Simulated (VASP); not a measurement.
# Bi2Te3 (R-3m) in VASP: a series of runs

The runs below take Bi2Te3 through single point, with PBEsol.

Everything below comes from runs of VASP 6.6.1. Logs are shortened: lines on timing, memory, paths and dates and some standing lists are left out, and cuts for length are marked.

### 1 The cell of the first run

Symmetry: R-3m, No. 166, trigonal system. The conventional cell has a = 4.254 Å, b = 4.254 Å, c = 30.497 Å, α = 90.00°, β = 90.00°, γ = 120.00°. Bi (site symmetry 3m) has 6 Te at 3.01 to 3.19 Å within 4.0 Å. Within 4.3 Å of Te (site symmetry -3m) lie 6 Bi at 3.19 Å and 6 Te at 4.25 Å. Within 4.0 Å of Te (site symmetry 3m) lie 3 Bi at 3.01 Å and 3 Te at 3.59 Å.

### 2 Single point, PBEsol (equal xx and yy strain of -3 %)

INCAR reads:

```
SYSTEM = Bi2Te3
ALGO = Normal ; EDIFF = 1E-6
ENCUT = 520 ; GGA = PS
ISIF = 2 ; ISMEAR = -1
LASPH = .True. ; LCHARG = .True.
LELF = .True. ; LREAL = .False.
LVHAR = .True. ; LWAVE = .False.
NBANDS = 32 ; NELM = 80
PREC = Accurate ; SIGMA = 0.08
```

KPOINTS reads:

```
k-points
0
Gamma
  7 7 7
  0 0 0
```

POSCAR reads:

```
Bi2Te3
1.0
    2.1272105416      1.2281455788     10.1656700000
   -2.1272105416      1.2281455788     10.1656700000
    0.0000000000     -2.4562911576     10.1656700000
Bi Te
2 3
Direct
    0.4000000000      0.4000000000      0.4000000000
    0.6000000000      0.6000000000      0.6000000000
    0.0000000000      0.0000000000      0.0000000000
    0.2095000000      0.2095000000      0.2095000000
    0.7905000000      0.7905000000      0.7905000000
```

Potentials or basis: VASP PAW PBE potentials, release 64 (Bi_d, Te).

Run with:

```console
$ cat potpaw_PBE.64/Bi_d/POTCAR potpaw_PBE.64/Te/POTCAR > POTCAR
$ mpirun -np 1 vasp_std > vasp.out
```

OUTCAR:

```text
SYSTEM = Bi2Te3
   EDIFF = 1E-6
   ENCUT = 520
   GGA = PS
   ISIF = 2
   ISMEAR = -1
   LASPH = .True.
   LREAL = .False.
   NELM = 80
   PREC = Accurate

 ion  position               nearest neighbor table
   1  0.400  0.400  0.400-   5 3.01   5 3.01   5 3.01   3 3.19   3 3.19   3 3.19
   2  0.600  0.600  0.600-   4 3.01   4 3.01   4 3.01   3 3.19   3 3.19   3 3.19
   3  0.000  0.000  0.000-   2 3.19   1 3.19   2 3.19   2 3.19   1 3.19   1 3.19
   4  0.209  0.209  0.209-   2 3.01   2 3.01   2 3.01   5 3.59   5 3.59   5 3.59
   5  0.791  0.791  0.791-   1 3.01   1 3.01   1 3.01   4 3.59   4 3.59   4 3.59

  LATTYP: Found a trigonal (rhomboedric) cell.
 ALAT       =    10.4582126962
 COS(alpha) =     0.9172560959

  Lattice vectors:

 A1 = (   2.1272105416,   1.2281455788,  10.1656700000)
 A2 = (  -2.1272105416,   1.2281455788,  10.1656700000)
 A3 = (   0.0000000000,  -2.4562911576,  10.1656700000)

Analysis of symmetry for initial positions (statically):
=====================================================================
 Subroutine PRICEL returns:
 Original cell was already a primitive cell.

 Routine SETGRP: Setting up the symmetry group for a
 trigonal (rhombohedral) supercell.

 Subroutine GETGRP returns: Found 12 space group operations
 (whereof 12 operations were pure point group operations)
 out of a pool of 12 trial point group operations.

The static configuration has the point symmetry D_3d.

Analysis of symmetry for dynamics (positions and initial velocities):
=====================================================================
 Subroutine PRICEL returns:
 Original cell was already a primitive cell.

 Routine SETGRP: Setting up the symmetry group for a
 trigonal (rhombohedral) supercell.

 Subroutine GETGRP returns: Found 12 space group operations
 (whereof 12 operations were pure point group operations)
 out of a pool of 12 trial point group operations.

The dynamic configuration has the point symmetry D_3d.

 Subroutine INISYM returns: Found 12 space group operations
 (whereof 12 operations are pure point group operations),
 and found     1 'primitive' translations

----------------------------------------------------------------------------------------

                                     Primitive cell

  volume of cell :     159.3484

[... 88 lines left out ...]
   ISPIN  =      1    spin polarized calculation?
   LNONCOLLINEAR =      F non collinear calculations
   LSORBIT =      F    spin-orbit coupling
   LASPH  =      T    aspherical Exc in radial PAW
   ENCUT  =  520.0 eV  38.22 Ry    6.18 a.u.  19.45 19.45 19.45*2*pi/ulx,y,z
   NELM   =     80;   NELMIN=  2; NELMDL= -5     # of ELM steps
   EDIFF  = 0.1E-05   stopping-criterion for ELM
   LREAL  =      F    real-space projection
   EDIFFG = 0.1E-04   stopping-criterion for IOM
   NSW    =      0    number of steps for IOM
   IBRION =     -1    ionic relax: 0-MD 1-quasi-New 2-CG
   NFREE  =      0    steps in history (QN), initial steepest desc. (CG)
   ISIF   =      2    stress and relaxation
   ISYM   =      2    0-nonsym 1-usesym 2-fastsym
   POTIM  = 0.5000    time-step for ionic-motion
   TEBEG  =    0.0;   TEEND  =   0.0 temperature during run
   PSTRESS=    0.0 pullay stress
   NELECT =      48.0000    total number of electrons
   NUPDOWN=      -1.0000    fix difference up-down
   EMIN   =  10.00;   EMAX   =-10.00  energy-range for DOS
   EFERMI =   0.00;   METHOD = LEGACY
   ISMEAR =    -1;   SIGMA  =   0.08  broadening in eV -4-tet -1-fermi 0-gaus
   EFERMI_NEDOS =   21; number of points for ismear=-14 and -15
   IALGO  =     38    algorithm
   IMIX   =      4    mixing-type and parameters
     AMIX     =   0.40;   BMIX     =  1.00
     AMIX_MAG =   1.60;   BMIX_MAG =  1.00
  volume/ion in A,a.u.               =      31.87       215.07
  Fermi-wavevector in a.u.,A,eV,Ry     =   1.097420  2.073822 16.385902  1.204330
  Thomas-Fermi vector in A             =   2.233779
   LORBIT       =      0    0 simple, 1 ext, 2 COOP (PROOUT), +10 PAW based schemes
   GGA     = PS    functional components
   LHFCALC =     F    Hartree Fock is set to
   AEXX    =    0.0000 exact exchange contribution
   IVDW    =     0    specifies the selected vdW correction
   LEPSILON=     F    determine dielectric tensor
   LRPA    =     F    only Hartree local field effects (RPA)
 non-spin polarized calculation
  energy-cutoff  :      520.00
  volume of cell :      159.35
 maximum number of plane-waves:      4317
 NGX is ok and might be reduce to    80
   NGX = 39   NGY = 39   NGZ = 39

 number of electron      48.0000004 magnetization

 Free energy of the ion-electron system (eV)
  ---------------------------------------------------
  ext. energy  EPLUGINS =         0.00000000
  ---------------------------------------------------
  free energy    TOTEN  =       -20.21037433 eV

  energy without entropy =      -20.20846964  energy(sigma->0) =      -20.20942199

 E-fermi :   7.0821     XC(G=0):  -9.7655

 val. band max:        6.9847752706   @ k =   0.0000   0.0000   0.0000
 cond. band min:       7.2665556930   @ k =   0.0000   0.0000   0.0000
 fundamental gap:      0.2817804225
 Fermi energy:         7.0821437943

 k-point     1 :       0.0000    0.0000    0.0000
  band No.  band energies     occupation
      1     -16.3380      2.00000
      2     -16.3380      2.00000
      3     -16.3361      2.00000
      4     -16.3361      2.00000
      5     -16.3225      2.00000
      6     -16.3206      2.00000
[... 829 lines left out ...]
     31      11.1118      0.00000
     32      11.1972      0.00000

 [... further k-points ...]
[... 5 lines left out ...]
  --------------------------------------------------------------------------------------
  -------------------------------------------------------------------------------------
  Total        3.2294850      3.2294850      2.1270184      0.0000000      0.0000000      0.0000000
  in kB       32.4710458     32.4710458     21.3862309      0.0000000      0.0000000      0.0000000
  external PRESSURE =      28.7761075 kB  Pullay stress =       0.0000000 kB

 VOLUME and BASIS-vectors are now :
 -----------------------------------------------------------------------------
  energy-cutoff  :      520.00
  volume of cell :      159.35
      direct lattice vectors                 reciprocal lattice vectors
     2.127210542  1.228145579 10.165670000     0.235049606  0.135705953  0.032790100
    -2.127210542  1.228145579 10.165670000    -0.235049606  0.135705953  0.032790100
     0.000000000 -2.456291158 10.165670000     0.000000000 -0.271411907  0.032790100

 POSITION                                       TOTAL-FORCE (eV/Angst)
 -----------------------------------------------------------------------------------
      0.00000      0.00000     12.19880         0.000000     -0.000000     -0.133321
      0.00000      0.00000     18.29821         0.000000      0.000000      0.133321
      0.00000      0.00000      0.00000         0.000000     -0.000000     -0.000000
      0.00000      0.00000      6.38912         0.000000      0.000000     -0.239592
      0.00000      0.00000     24.10789         0.000000      0.000000      0.239592
 -----------------------------------------------------------------------------------
    total drift:                               -0.000000     -0.000000     -0.000000

  FREE ENERGIE OF THE ION-ELECTRON SYSTEM (eV)
  ---------------------------------------------------
  free  energy   TOTEN  =       -20.2103743311 eV

  energy  without entropy=      -20.2084696418  energy(sigma->0) =      -20.20942199
```

It took 14 min on 1 thread of Intel Xeon Platinum 8488C (Sapphire Rapids), shared host; peak memory 0.99 GiB.

Results:

* Free energy: -20.2104 eV
* Pressure: 2.9 GPa
* Largest force: 0.240 eV/Å
* Band gap on the k mesh: 0.28 eV

Forces in eV/Å, atoms in the order of the input:
```
Bi   0.000  0.000 -0.133
Bi   0.000  0.000  0.133
Te   0.000  0.000  0.000
Te   0.000  0.000 -0.240
Te   0.000  0.000  0.240
```

Stress tensor (GPa, compression positive):
```
3.25 0.00 0.00
0.00 3.25 0.00
0.00 0.00 2.14
```

Caveat: the cell differs from its parent crystal (equal xx and yy strain of -3 %); the PAW data sets were made with another functional, which shifts forces and pressure a little; spin-orbit coupling is left out, which moves the levels of the heavy elements.

### 3 Single point, PBEsol (equal xx and yy strain of -1 %)

INCAR reads:

```
PREC     = Accurate       # precision mode
ENCUT    = 520            # plane-wave cutoff, eV
EDIFF    = 1E-6           # SCF threshold, eV
ISMEAR   = -1             # smearing method
SIGMA    = 0.08           # smearing width, eV
LREAL    = F              # projectors in reciprocal space
LASPH    = T              # aspherical terms in the spheres
NELM     = 100            # most SCF steps
ALGO     = Normal         # electronic algorithm
ISIF     = 2              # what is computed and relaxed
LWAVE    = F              # write WAVECAR
LCHARG   = T              # write CHGCAR
GGA      = PS             # functional
LELF     = T              # ELF
LVHAR    = T            
NBANDS   = 32             # bands
```

KPOINTS reads:

```
Automatic mesh
0
Gamma
  7 7 7
```

POSCAR, as its differences from that of step 2:

```diff
@@ -2,5 +2,5 @@
 1.0
-    2.1272105416      1.2281455788     10.1656700000
-   -2.1272105416      1.2281455788     10.1656700000
-    0.0000000000     -2.4562911576     10.1656700000
+    2.1710705528      1.2534681681     10.1656700000
+   -2.1710705528      1.2534681681     10.1656700000
+    0.0000000000     -2.5069363362     10.1656700000
 Bi Te
```

Potentials or basis: VASP PAW PBE potentials, release 64 (Bi_d, Te).

Run with:

```console
$ cat potpaw_PBE.64/Bi_d/POTCAR potpaw_PBE.64/Te/POTCAR > POTCAR
$ mpirun -np 1 vasp_std > vasp.out
```

It took 14 min on 1 thread of Intel Xeon Platinum 8488C (Sapphire Rapids), shared host; peak memory 1 GiB.

It converged, with:

```yaml
Free_energy: -20.2910 eV
Pressure: 0.5 GPa
Largest_force: 0.016 eV/Å
Band_gap_on_the_k_mesh: 0.24 eV
```

Forces on the atoms (eV/Å):
```
Bi   0.000  0.000 -0.016
Bi   0.000  0.000  0.016
Te   0.000  0.000  0.000
Te   0.000  0.000 -0.005
Te   0.000  0.000  0.005
```

Stress tensor (GPa, compression positive):
```
0.65 0.00 0.00
0.00 0.65 0.00
0.00 0.00 0.07
```

Levels at points of the mesh, in eV from the valence-band top:
| k point | band 20 | band 21 | band 22 | band 23 | band 24 | band 25 | band 26 | band 27 | band 28 | band 29 |
| --- | --- | --- | --- | --- | --- | --- | --- | --- | --- | --- |
| (0.00, 0.00, 0.00) | -1.75 | -1.75 | -0.89 | -0.89 | 0.00 | 0.24 | 0.61 | 0.61 | 1.93 | 2.08 |

Caveat: the cell differs from its parent crystal (equal xx and yy strain of -1 %); the PAW data sets were made with another functional, which shifts forces and pressure a little; spin-orbit coupling is left out, which moves the levels of the heavy elements. A k mesh can miss the band edges.

### 4 Single point, PBEsol (equal xx and yy strain of +2 %)

INCAR, as its differences from that of step 3:

```diff
@@ -7,3 +7,3 @@
 LASPH    = T              # aspherical terms in the spheres
-NELM     = 100            # most SCF steps
+NELM     = 80             # most SCF steps
 ALGO     = Normal         # electronic algorithm
@@ -11,6 +11,4 @@
 LWAVE    = F              # write WAVECAR
-LCHARG   = T              # write CHGCAR
+LCHARG   = F              # write CHGCAR
 GGA      = PS             # functional
-LELF     = T              # ELF
-LVHAR    = T            
 NBANDS   = 32             # bands
```

KPOINTS is that of step 3.

POSCAR, as its differences from that of step 3:

```diff
@@ -2,5 +2,5 @@
 1.0
-    2.1710705528      1.2534681681     10.1656700000
-   -2.1710705528      1.2534681681     10.1656700000
-    0.0000000000     -2.5069363362     10.1656700000
+    2.2368605696      1.2914520519     10.1656700000
+   -2.2368605696      1.2914520519     10.1656700000
+    0.0000000000     -2.5829041039     10.1656700000
 Bi Te
```

Potentials or basis: VASP PAW PBE potentials, release 64 (Bi_d, Te).

Run with:

```console
$ cat potpaw_PBE.64/Bi_d/POTCAR potpaw_PBE.64/Te/POTCAR > POTCAR
$ mpirun -np 1 vasp_std > vasp.out
```

OUTCAR:

```text
PREC = Accurate
   ENCUT = 520
   EDIFF = 1E-6
   ISMEAR = -1
   LREAL = F
   LASPH = T
   NELM = 80
   ISIF = 2
   GGA = PS

 ion  position               nearest neighbor table
   1  0.400  0.400  0.400-   5 3.12   5 3.12   5 3.12   3 3.29   3 3.29   3 3.29
   2  0.600  0.600  0.600-   4 3.12   4 3.12   4 3.12   3 3.29   3 3.29   3 3.29
   3  0.000  0.000  0.000-   2 3.29   1 3.29   2 3.29   2 3.29   1 3.29   1 3.29
   4  0.209  0.209  0.209-   2 3.12   2 3.12   2 3.12   5 3.67   5 3.67   5 3.67
   5  0.791  0.791  0.791-   1 3.12   1 3.12   1 3.12   4 3.67   4 3.67   4 3.67
[... 1045 lines left out ...]
  -------------------------------------------------------------------------------------
  Total       -2.7086259     -2.7086259     -2.4779013      0.0000000      0.0000000      0.0000000
  in kB      -24.6294752    -24.6294752    -22.5315012      0.0000000      0.0000000      0.0000000
  external PRESSURE =     -23.9301505 kB  Pullay stress =       0.0000000 kB

 VOLUME and BASIS-vectors are now :
 -----------------------------------------------------------------------------
  energy-cutoff  :      520.00
  volume of cell :      176.20
      direct lattice vectors                 reciprocal lattice vectors
     2.236860570  1.291452052 10.165670000     0.223527567  0.129053701  0.032790100
    -2.236860570  1.291452052 10.165670000    -0.223527567  0.129053701  0.032790100
     0.000000000 -2.582904104 10.165670000     0.000000000 -0.258107402  0.032790100

 POSITION                                       TOTAL-FORCE (eV/Angst)
 -----------------------------------------------------------------------------------
      0.00000     -0.00000     12.19880         0.000000     -0.000000      0.125946
      0.00000     -0.00000     18.29821         0.000000      0.000000     -0.125946
      0.00000      0.00000      0.00000         0.000000      0.000000      0.000000
      0.00000     -0.00000      6.38912         0.000000     -0.000000      0.279183
      0.00000     -0.00000     24.10789         0.000000      0.000000     -0.279183
 -----------------------------------------------------------------------------------
    total drift:                               -0.000000     -0.000000     -0.000000

  FREE ENERGIE OF THE ION-ELECTRON SYSTEM (eV)
  ---------------------------------------------------
  free  energy   TOTEN  =       -20.2304728347 eV

  energy  without entropy=      -20.2283362893  energy(sigma->0) =      -20.22940456
```

Wall time 13 min (1 thread of Intel Xeon Platinum 8488C (Sapphire Rapids), shared host); peak memory 1 GiB.

Results:

- Free energy: -20.2305 eV
- Pressure: -2.4 GPa
- Largest force: 0.279 eV/Å
- Band gap on the k mesh: 0.20 eV

Forces in eV/Å, atoms in the order of the input:
```
Bi   0.000  0.000  0.126
Bi   0.000  0.000 -0.126
Te   0.000  0.000  0.000
Te   0.000  0.000  0.279
Te   0.000  0.000 -0.279
```

Levels at points of the mesh, in eV from the valence-band top:
| k point | band 20 | band 21 | band 22 | band 23 | band 24 | band 25 | band 26 | band 27 | band 28 | band 29 |
| --- | --- | --- | --- | --- | --- | --- | --- | --- | --- | --- |
| (0.00, 0.00, 0.00) | -1.60 | -1.60 | -0.78 | -0.78 | 0.00 | 0.20 | 0.67 | 0.67 | 1.93 | 2.13 |

Caveat: the cell differs from its parent crystal (equal xx and yy strain of +2 %); the PAW data sets were made with another functional, which shifts forces and pressure a little; spin-orbit coupling is left out, which moves the levels of the heavy elements. A k mesh can miss the band edges.

### 5 Overview

```csv
cell,gap on the mesh (eV),pressure (GPa),largest force (eV/Å)
"a = 10.458 Å, angles 23.5°, 5 atoms",0.28,2.9,0.24
"a = 10.470 Å, angles 23.9°, 5 atoms",0.24,0.5,0.02
"a = 10.489 Å, angles 24.6°, 5 atoms",0.20,-2.4,0.28
```

Alike in all rows: task single point; level PBEsol; potentials or basis VASP PAW PBE potentials, release 64 (Bi_d, Te); no spin polarisation; k mesh 7 × 7 × 7; cutoff (eV) 520; smearing fermi-dirac 0.08 eV.

Caveats: the PAW data sets were made with another functional, which shifts forces and pressure a little; spin-orbit coupling is left out, which moves the levels of the heavy elements.

Total energies depend on the potentials used, so only differences within one code and one set of settings carry meaning.
